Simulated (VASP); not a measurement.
**MnO2: single point with RPBE+D3(BJ)**

The system is MnO2.

```
Mn O
1.0
     2.84934    0.00000    0.00000
    -1.42467    2.46760    0.00000
     0.00000    0.00000    4.62533
Mn O
1 2
Direct
  0.00000 0.00000 0.50000
  0.33333 0.66667 0.71027
  0.66667 0.33333 0.28973
```

* Program: VASP 6.6.1
* Task: single point
* Functional: RPBE
* Dispersion: D3(BJ)
* Potentials or basis: VASP PAW PBE potentials, release 64 (Mn_pv, O)
* Cutoff: 520 eV
* k mesh: 11 × 11 × 6
* Occupations: fermi-dirac, width 0.05 eV
* Spin: collinear spin, ferromagnetic start
* Starting moments: [4.0, 0.0, 0.0] μB
* Dipole correction: no
* Further INCAR settings: ALGO = Normal; EDIFF = 1e-07; NBANDS = 24

```json
{
  "Pressure": "1.0 GPa",
  "Largest force": "0.095 eV/Å",
  "Band gap on the k mesh": "0.97 eV, indirect (least direct gap 1.06 eV)",
  "Net moment": "3.00 μB per cell",
  "Site moments": "Mn +2.85; O +0.04 μB",
  "Valence electrons inside the program's atomic spheres": "Mn 11.72; O 5.01",
  "Dispersion energy per atom": "-0.548 eV"
}
```

Forces on the atoms (eV/Å):
```
Mn   0.000  0.000  0.000
O    0.000  0.000  0.095
O    0.000  0.000 -0.095
```

Stress tensor (GPa, compression positive):
```
1.18 0.00 0.00
0.00 1.18 0.00
0.00 0.00 0.71
```

Levels at points of the mesh, in eV from the valence-band top:
Spin up:
| k point | band 11 | band 12 | band 13 | band 14 | band 15 | band 16 | band 17 | band 18 |
| --- | --- | --- | --- | --- | --- | --- | --- | --- |
| (0.00, 0.00, 0.00) | -1.27 | -1.27 | -1.04 | -0.42 | 2.87 | 2.87 | 7.42 | 10.63 |
| (0.00, 0.00, 0.50) | -2.32 | -1.32 | -1.32 | -0.09 | 2.92 | 2.92 | 9.53 | 9.62 |
Spin down:
```tsv
k point	band 9	band 10	band 11	band 12	band 13	band 14
(0.00, 0.00, 0.00)	-1.23	-1.23	-0.89	0.98	0.98	2.49
(0.00, 0.00, 0.50)	-2.20	-1.27	-1.27	0.97	0.97	2.63
```

Run time: 2.6 min on 1 thread of Oxide Virtual Turin-like Processor, on a shared host, peak memory 0.2 GiB.

Caveat: the PAW data sets were made with another functional, which shifts forces and pressure a little; a cell with one magnetic atom can't hold antiferromagnetic order, which such compounds often take. RPBE gaps usually lie below the measured ones, often by a third to a half.
